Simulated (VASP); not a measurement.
CdSe:

```
Cd Se
1.0
     4.29850    0.00000    0.00000
    -2.14925    3.72261    0.00000
     0.00000    0.00000    7.01520
Cd Se
2 2
Cartesian
  2.1493 1.2409 0.0000
  0.0000 2.4817 3.5076
  2.1493 1.2409 2.6307
  0.0000 2.4817 6.1383
```

* Program: VASP 6.6.1
* Task: relaxation of cell and atoms
* Functional: PBE
* Potentials or basis: VASP PAW PBE potentials, release 64 (Cd, Se)
* Cutoff: 600 eV
* k mesh: 6 × 6 × 4
* Occupations: gaussian, width 0.02 eV
* Spin: no spin polarisation

At the start: pressure 3.3 GPa; volume 28.06 Å³/atom.

How do energy, volume and symmetry change on relaxing?

Over 3 steps the energy falls by 17.7 meV/atom and the volume is 29.90 Å³/atom (+6.5 %); space group P6_3mc (No. 186, to 0.1 Å) before and after.

The path:
| step | energy change (eV) | largest force (eV/Å) | pressure (GPa) | volume (Å³) |
| --- | --- | --- | --- | --- |
| 1 | 0.0000 | 0.0199 | 3.27 | 112.25 |
| 2 | -0.0654 | 0.0060 | -0.78 | 121.82 |
| 3 | -0.0709 | 0.0083 | -0.01 | 119.59 |

Final structure:
```
Cd Se
1.0
     4.38849    0.00000    0.00000
    -2.19425    3.80054    0.00000
     0.00000    0.00000    7.17023
Cd Se
2 2
Cartesian
  2.1942 1.2668 7.1695
  0.0000 2.5337 3.5844
  2.1942 1.2668 2.6896
  0.0000 2.5337 6.2747
```
